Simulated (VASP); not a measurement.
# MgRe12 in VASP: single point with PBE

Aim: the single point of MgRe12 with PBE.

Program: VASP 6.6.1. These are calculated values, not measurements. Logs are shortened: lines on timing, memory, paths and dates and some standing lists are left out, and cuts for length are marked.

### Step 1. The cell of the first run

The cell holds a slab with vacuum, 13 atoms: a = 5.520 Å, b = 5.520 Å, c = 15.457 Å, α = 90.00°, β = 90.00°, γ = 60.00°.

### Step 2. Single point, PBE

INCAR reads:

```
SYSTEM = MgRe12
PREC = Accurate ; ENCUT = 520
EDIFF = 1E-6 ; ISMEAR = -1
SIGMA = 0.05 ; LREAL = .FALSE.
LASPH = .TRUE. ; NELM = 60
ALGO = Normal ; ISIF = 2
LWAVE = .FALSE. ; LCHARG = .TRUE.
GGA = PE ; LELF = .TRUE.
LVHAR = .TRUE. ; NBANDS = 55
```

KPOINTS reads:

```
regular mesh
0
G
  4 4 1
  0 0 0
```

POSCAR reads:

```
MgRe12
1.0
    5.5200000000      0.0000000000      0.0000000000
    2.7600000000      4.7804600000      0.0000000000
    0.0000000000      0.0000000000     15.4574000000
Re Mg
12 1
Direct
    0.0000000000      0.0000000000      0.0646938683
    0.5000000000      0.0000000000      0.0646938683
    0.0000000000      0.5000000000      0.0646938683
    0.5000000000      0.5000000000      0.0646938683
   -0.1703169617      0.3369368220      0.2055464697
    0.3327059211      0.3326968534      0.2064545784
   -0.1652297692      0.8347359878      0.2032314620
    0.3369100110      0.8296839635      0.2055436878
    0.0070705954      0.0071214904      0.3481013625
    0.5137272552     -0.0099371190      0.3463714467
   -0.0098953804      0.5137288043      0.3463888494
    0.4949101042      0.4949312409      0.3483492049
    0.2434965780      0.2432793078      0.4944684746
```

Potentials or basis: VASP PAW PBE potentials, release 64 (Re, Mg).

On the command line:

```console
$ cat potpaw_PBE.64/Re/POTCAR potpaw_PBE.64/Mg/POTCAR > POTCAR
$ mpirun -np 1 vasp_std > vasp.out
```

OUTCAR:

```text
SYSTEM = MgRe12
   PREC = Accurate
   ENCUT = 520
   EDIFF = 1E-6
   ISMEAR = -1
   LREAL = .FALSE.
   LASPH = .TRUE.
   NELM = 60
   ISIF = 2
   GGA = PE

 ion  position               nearest neighbor table
   1  0.000  0.000  0.065-   7 2.66   8 2.71   5 2.71   3 2.76   3 2.76   4 2.76   4 2.76   2 2.76
                             2 2.76
   2  0.500  0.000  0.065-   7 2.67   8 2.70   6 2.71   4 2.76   3 2.76   4 2.76   3 2.76   1 2.76
                             1 2.76
   3  0.000  0.500  0.065-   7 2.67   5 2.70   6 2.71   1 2.76   1 2.76   2 2.76   2 2.76   4 2.76
                             4 2.76
   4  0.500  0.500  0.065-   8 2.69   5 2.69   6 2.71   2 2.76   1 2.76   2 2.76   1 2.76   3 2.76
                             3 2.76
   5  0.830  0.337  0.206-   4 2.69   3 2.70   1 2.71  11 2.71   9 2.71   8 2.72  12 2.73   6 2.76
                             7 2.76   7 2.76   6 2.77   8 2.80
   6  0.333  0.333  0.206-  12 2.69   2 2.71   3 2.71   4 2.71  10 2.71  11 2.71   8 2.76   5 2.76
                             7 2.76   7 2.76   5 2.77   8 2.77
   7  0.835  0.835  0.203-   1 2.66   3 2.67   2 2.67  10 2.69  11 2.69   8 2.76   5 2.76   6 2.76
                             6 2.76   5 2.76   8 2.76   9 2.78
   8  0.337  0.830  0.206-   4 2.69   2 2.70   1 2.71  10 2.71   9 2.71   5 2.72  12 2.73   6 2.76
                             7 2.76   7 2.76   6 2.77   5 2.80
   9  0.007  0.007  0.348-   5 2.71   8 2.71  11 2.75  10 2.75  12 2.76  12 2.76  10 2.77  11 2.77
                             7 2.78  13 3.20
  10  0.514  0.990  0.346-  11 2.63   7 2.69  13 2.71   8 2.71   6 2.71  12 2.74   9 2.75   9 2.77
                            12 2.79  11 2.89
  11  0.990  0.514  0.346-  10 2.63   7 2.69  13 2.71   5 2.71   6 2.71  12 2.74   9 2.75   9 2.77
                            12 2.79  10 2.89
  12  0.495  0.495  0.348-   6 2.69   8 2.73   5 2.73  11 2.74  10 2.74   9 2.76   9 2.76  10 2.79
                            11 2.79  13 3.30
  13  0.243  0.243  0.494-  10 2.71  11 2.71   9 3.20  12 3.30

  LATTYP: Found a hexagonal cell.
 ALAT       =     5.5199998018
 C/A-ratio  =     2.8002537237

  Lattice vectors:

 A1 = (  -2.7600000000,  -4.7804600000,   0.0000000000)
 A2 = (   5.5200000000,   0.0000000000,   0.0000000000)
 A3 = (   0.0000000000,   0.0000000000,  15.4574000000)

Analysis of symmetry for initial positions (statically):
=====================================================================
 Subroutine PRICEL returns:
 Original cell was already a primitive cell.

 Routine SETGRP: Setting up the symmetry group for a
 hexagonal supercell.

 Subroutine GETGRP returns: Found  1 space group operations
 (whereof  1 operations were pure point group operations)
 out of a pool of 24 trial point group operations.

The static configuration has the point symmetry C_1 .

Analysis of symmetry for dynamics (positions and initial velocities):
=====================================================================
 Subroutine PRICEL returns:
 Original cell was already a primitive cell.

 Routine SETGRP: Setting up the symmetry group for a
 hexagonal supercell.

 Subroutine GETGRP returns: Found  1 space group operations
 (whereof  1 operations were pure point group operations)
 out of a pool of 24 trial point group operations.

The dynamic configuration has the point symmetry C_1 .

 Subroutine INISYM returns: Found  1 space group operations
 (whereof  1 operations are pure point group operations),
 and found     1 'primitive' translations

----------------------------------------------------------------------------------------

                                     Primitive cell

  volume of cell :     407.8920

  direct lattice vectors                    reciprocal lattice vectors
     5.520000000  0.000000000  0.000000000     0.181159420 -0.104592445  0.000000000
     2.760000000  4.780460000  0.000000000     0.000000000  0.209184890  0.000000000
     0.000000000  0.000000000 15.457400000     0.000000000  0.000000000  0.064693933

  length of vectors
     5.520000000  5.519999802 15.457400000     0.209184883  0.209184890  0.064693933

[... 37 lines left out ...]
 generate k-points for:    4    4    1

 Generating k-lattice:

  Cartesian coordinates                     Fractional coordinates (reciprocal lattice)
     0.045289855 -0.026148111  0.000000000     0.250000000  0.000000000  0.000000000
     0.000000000  0.052296223  0.000000000     0.000000000  0.250000000  0.000000000
     0.000000000  0.000000000  0.064693933     0.000000000  0.000000000  1.000000000

  Length of vectors
     0.052296221  0.052296223  0.064693933

  Shift w.r.t. Gamma in fractional coordinates (k-lattice)
     0.000000000  0.000000000  0.000000000

 Subroutine IBZKPT returns following result:
 ===========================================

 Found     10 irreducible k-points:

 Following reciprocal coordinates:
            Coordinates               Weight
  0.000000  0.000000  0.000000      1.000000
  0.250000 -0.000000  0.000000      2.000000
  0.250000  0.250000  0.000000      2.000000
  0.000000  0.250000  0.000000      2.000000
  0.500000 -0.000000  0.000000      1.000000
  0.500000  0.500000  0.000000      1.000000
  0.000000  0.500000  0.000000      1.000000
  0.500000  0.250000  0.000000      2.000000
  0.250000  0.500000  0.000000      2.000000
 -0.250000  0.250000  0.000000      2.000000
   k-points           NKPTS =     10   k-points in BZ     NKDIM =     10   number of bands    NBANDS=     55
   number of dos      NEDOS =    301   number of ions     NIONS =     13
   total plane-waves  NPLWV = 211680
   dimension x,y,z NGX =    42 NGY =   42 NGZ =  120
   dimension x,y,z NGXF=    84 NGYF=   84 NGZF=  240
   ions per type =              12   1
   NGX,Y,Z   is equivalent  to a cutoff of  12.65, 12.65, 12.91 a.u.
   NGXF,Y,Z  is equivalent  to a cutoff of  25.30, 25.30, 25.81 a.u.
 SYSTEM =  MgRe12
   PREC   = accura    normal or accurate (medium, high low for compatibility)
   ISTART =      0    job   : 0-new  1-cont  2-samecut
   ICHARG =      2    charge: 1-file 2-atom 10-const
   ISPIN  =      1    spin polarized calculation?
   LNONCOLLINEAR =      F non collinear calculations
   LSORBIT =      F    spin-orbit coupling
   LASPH  =      T    aspherical Exc in radial PAW
   ENCUT  =  520.0 eV  38.22 Ry    6.18 a.u.  10.26 10.26 28.74*2*pi/ulx,y,z
   NELM   =     60;   NELMIN=  2; NELMDL= -5     # of ELM steps
   EDIFF  = 0.1E-05   stopping-criterion for ELM
   LREAL  =      F    real-space projection
   EDIFFG = 0.1E-04   stopping-criterion for IOM
   NSW    =      0    number of steps for IOM
   IBRION =     -1    ionic relax: 0-MD 1-quasi-New 2-CG
   NFREE  =      0    steps in history (QN), initial steepest desc. (CG)
   ISIF   =      2    stress and relaxation
   ISYM   =      2    0-nonsym 1-usesym 2-fastsym
   POTIM  = 0.5000    time-step for ionic-motion
   TEBEG  =    0.0;   TEEND  =   0.0 temperature during run
   PSTRESS=    0.0 pullay stress
   NELECT =      86.0000    total number of electrons
   NUPDOWN=      -1.0000    fix difference up-down
   EMIN   =  10.00;   EMAX   =-10.00  energy-range for DOS
   EFERMI =   0.00;   METHOD = LEGACY
   ISMEAR =    -1;   SIGMA  =   0.05  broadening in eV -4-tet -1-fermi 0-gaus
   EFERMI_NEDOS =   21; number of points for ismear=-14 and -15
   IALGO  =     38    algorithm
   IMIX   =      4    mixing-type and parameters
     AMIX     =   0.40;   BMIX     =  1.00
     AMIX_MAG =   1.60;   BMIX_MAG =  1.00
  volume/ion in A,a.u.               =      31.38       211.74
  Fermi-wavevector in a.u.,A,eV,Ry     =   0.974375  1.841301 12.917448  0.949406
  Thomas-Fermi vector in A             =   2.104829
   LORBIT       =      0    0 simple, 1 ext, 2 COOP (PROOUT), +10 PAW based schemes
   GGA     = PE    functional components
   LHFCALC =     F    Hartree Fock is set to
   AEXX    =    0.0000 exact exchange contribution
   IVDW    =     0    specifies the selected vdW correction
   LEPSILON=     F    determine dielectric tensor
   LRPA    =     F    only Hartree local field effects (RPA)
 non-spin polarized calculation
  energy-cutoff  :      520.00
  volume of cell :      407.89
 maximum number of plane-waves:     11020
 NGX is ok and might be reduce to    42
   NGX = 21   NGY = 21   NGZ = 57

 number of electron      85.9999998 magnetization

 Free energy of the ion-electron system (eV)
  ---------------------------------------------------
  ext. energy  EPLUGINS =         0.00000000
  ---------------------------------------------------
  free energy    TOTEN  =      -141.36976198 eV

  energy without entropy =     -141.22371861  energy(sigma->0) =     -141.29674029

 E-fermi :   1.7060     XC(G=0):  -7.7694

 val. band max:        1.6955964540   @ k =   0.0000   0.5000   0.0000
 cond. band min:       1.7062417111   @ k =   0.2500   0.2500   0.0000
 fundamental gap:      0.0106452571
 Fermi energy:         1.7059784589

 k-point     1 :       0.0000    0.0000    0.0000
  band No.  band energies     occupation
      1      -7.5522      2.00000
      2      -5.6668      2.00000
      3      -5.0066      2.00000
      4      -4.5678      2.00000
      5      -4.5531      2.00000
      6      -4.5517      2.00000
[... 569 lines left out ...]
     54       3.4501      0.00000
     55       3.6231      0.00000

------------------------ aborting loop because EDIFF is reached ----------------------------------------

  FORCE on cell =-STRESS in cart. coord.  units (eV):
  Direction    XX          YY          ZZ          XY          YZ          ZX
  --------------------------------------------------------------------------------------
  -------------------------------------------------------------------------------------
  Total       -9.8125225     -9.0014248     -1.1534688     -0.6999326     -0.2227016     -0.3861614
  in kB      -38.5430464    -35.3570994     -4.5307615     -2.7492966     -0.8747596     -1.5168205
  external PRESSURE =     -26.1436358 kB  Pullay stress =       0.0000000 kB

 VOLUME and BASIS-vectors are now :
 -----------------------------------------------------------------------------
  energy-cutoff  :      520.00
  volume of cell :      407.89
      direct lattice vectors                 reciprocal lattice vectors
     5.520000000  0.000000000  0.000000000     0.181159420 -0.104592445  0.000000000
     2.760000000  4.780460000  0.000000000     0.000000000  0.209184890  0.000000000
     0.000000000  0.000000000 15.457400000     0.000000000  0.000000000  0.064693933

 POSITION                                       TOTAL-FORCE (eV/Angst)
 -----------------------------------------------------------------------------------
      0.00000      0.00000      1.00000         0.152388      0.088568     -0.044173
      2.76000      0.00000      1.00000         0.096869     -0.095562      0.073712
      1.38000      2.39023      1.00000        -0.033768      0.131577      0.073789
      4.14000      2.39023      1.00000        -0.160983     -0.092890      0.098027
      5.50980      1.61071      3.17721        -0.004005      0.002657     -0.006054
      2.75478      1.59044      3.19125         0.002846      0.001693     -0.000392
      6.91180      3.99042      3.14143         0.003085      0.002162     -0.026901
      4.14967      3.96627      3.17717         0.000876     -0.005002     -0.005831
      0.05869      0.03404      5.38074         0.014154      0.008480     -0.041237
      5.56835      4.73296      5.35400         0.025535     -0.030433     -0.032722
      6.88327      2.45586      5.35427        -0.014275      0.036385     -0.033472
      4.09791      2.36600      5.38457        -0.021260     -0.012744     -0.041561
      2.01555      1.16299      7.64320        -0.061462     -0.034889     -0.013183
 -----------------------------------------------------------------------------------
    total drift:                                0.000574      0.000216     -0.000419

  FREE ENERGIE OF THE ION-ELECTRON SYSTEM (eV)
  ---------------------------------------------------
  free  energy   TOTEN  =      -141.3697619803 eV

  energy  without entropy=     -141.2237186071  energy(sigma->0) =     -141.29674029
```

Wall time 25 min (1 thread of Oxide Virtual Turin-like, shared host); peak memory 0.54 GiB.

What came out:

```yaml
Free_energy: -141.3698 eV
Largest_force: 0.210 eV/Å
Band_gap_on_the_k_mesh: zero (bands 43 and 44 overlap by 0.80 eV)
```

Forces in eV/Å, atoms in the order of the input:
```
Re   0.152  0.089 -0.044
Re   0.097 -0.096  0.074
Re  -0.034  0.132  0.074
Re  -0.161 -0.093  0.098
Re  -0.004  0.003 -0.006
Re   0.003  0.002  0.000
Re   0.003  0.002 -0.027
Re   0.001 -0.005 -0.006
Re   0.014  0.008 -0.041
Re   0.026 -0.030 -0.033
Re  -0.014  0.036 -0.033
Re  -0.021 -0.013 -0.042
Mg  -0.061 -0.035 -0.013
```

Levels at points of the mesh, in eV from the Fermi level:
| k point | band 42 | band 43 | band 44 | band 45 | band 46 | band 47 |
| --- | --- | --- | --- | --- | --- | --- |
| (0.00, 0.00, 0.00) | 0.53 | 0.57 | 0.77 | 0.80 | 0.86 | 0.92 |
| (0.50, 0.00, 0.00) | -0.44 | -0.32 | -0.23 | -0.10 | -0.01 | 0.54 |
| (0.50, 0.50, 0.00) | -0.36 | -0.33 | -0.12 | -0.11 | -0.07 | 0.50 |
| (0.00, 0.50, 0.00) | -0.44 | -0.32 | -0.23 | -0.10 | -0.01 | 0.54 |

Caveat: spin-orbit coupling is left out, which moves the levels of the heavy elements.
